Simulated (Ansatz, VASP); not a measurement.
## One calculation of CdBr6, two programs

```
Cd Br
1.0
    -4.12486    4.12486    4.12486
     4.12486   -4.12486    4.12486
     4.12486    4.12486   -4.12486
Cd Br
1 6
Direct
  0.00000 0.00000 0.00000
  0.00000 0.32507 0.32507
  0.00000 0.67493 0.67493
  0.32507 0.00000 0.32507
  0.67493 0.00000 0.67493
  0.32507 0.32507 0.00000
  0.67493 0.67493 0.00000
```

Alike in both runs: task relaxation of cell and atoms; functional PBE; k mesh 4 × 4 × 4; occupations gaussian, width 0.1 eV; no spin polarisation.

```csv
,VASP,Ansatz
version,VASP 6.6.1,Ansatz 0.2.0
potentials or method,"VASP PAW PBE potentials, release 64 (Cd, Br), cutoff 600 eV","scalar-relativistic, plane waves, PAW"
valence electrons in the cell,54,62
```

```tsv
	VASP	Ansatz	Ansatz less VASP
gap on the k mesh at the Fermi level, each at its own relaxed structure (eV)	none	none	-
relaxed volume (Å³/atom)	37.97	37.67	-0.297
relaxed cell length with the largest relative difference (Å)	7.015	6.997	-0.0184
```

A gap of «none» marks a metal or a gap that the smearing closes. VASP's potentials hold 54 valence electrons a cell and Ansatz's 62, so a difference there can come from the potentials and not from the codes.
